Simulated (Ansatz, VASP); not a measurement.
One calculation of N, two programs

Contents of POSCAR:

```
N
1.0
   12.0000000000      0.0000000000      0.0000000000
    0.0000000000     12.0000000000      0.0000000000
    0.0000000000      0.0000000000     12.0000000000
N
2
Direct
    0.5000000000      0.5000000000      0.4542500000
    0.5000000000      0.5000000000      0.5457500000
```

The input INCAR.step1:

```
ALGO = Normal
EDIFF = 1E-5
ENCUT = 520
GGA = PE
ISIF = 2
ISMEAR = 0
LASPH = True
LCHARG = False
LREAL = False
LWAVE = True
NBANDS = 12
NELM = 80
PREC = Accurate
SIGMA = 0.01
```

INCAR.step2

```
AEXX = 0.25
ALGO = Normal
EDIFF = 1E-6
ENCUT = 520
GGA = PE
ISIF = 2
ISMEAR = 0
ISTART = 1
LASPH = True
LCHARG = False
LHFCALC = True
LREAL = False
LWAVE = False
NBANDS = 12
NELM = 80
PREC = Accurate
PRECFOCK = Normal
SIGMA = 0.01
```

The input KPOINTS:

```
k-points
0
Gamma
  1 1 1
```

Input for Ansatz:

```yaml
crystal:
  lattice:
    - [12.0, 0.0, 0.0]
    - [0.0, 12.0, 0.0]
    - [0.0, 0.0, 12.0]
  atoms:
    - { symbol: "N", position: [0.5, 0.5, 0.45425] }
    - { symbol: "N", position: [0.5, 0.5, 0.54575] }
scf:
  occupations: { method: fixed }
output:
  forces: true
  stress: false
  core_levels: { shells: { "N": "1s" } }
  write_density: true
  write_potential: true
  elf: true
  volumetric_format: npy
hamiltonian:
  xc: pbe0
kpoints:
  mp_grid: { grid: [1, 1, 1] }
```

Alike in both runs: task single point; functional PBE0; k mesh 1 × 1 × 1; no spin polarisation.

```csv
,VASP,Ansatz
version,VASP 6.6.1,Ansatz 0.2.0
potentials or method,"VASP PAW PBE potentials, release 64 (N)","scalar-relativistic, plane waves, PAW"
plane-wave cutoff (eV),520,420
occupations,"gaussian, width 0.01 eV",fixed
valence electrons in the cell,10,10
```

|  | VASP | Ansatz | Ansatz less VASP |
| --- | --- | --- | --- |
| gap on the k mesh at the Fermi level (eV) | 11.51 | 11.56 | +0.053 |
| rms of the force components (eV/Å) | 0.442 | 0.823 | +0.3801 |

Atom by atom the forces differ by 1.265 eV/Å (rms over components). One of these differences is far larger than is usual between the two programs; its cause wasn't traced. Ansatz's warnings: xc potential rough in thin density.

Noted on VASP's run: the standard files for N, O and F lose accuracy on very short bonds.
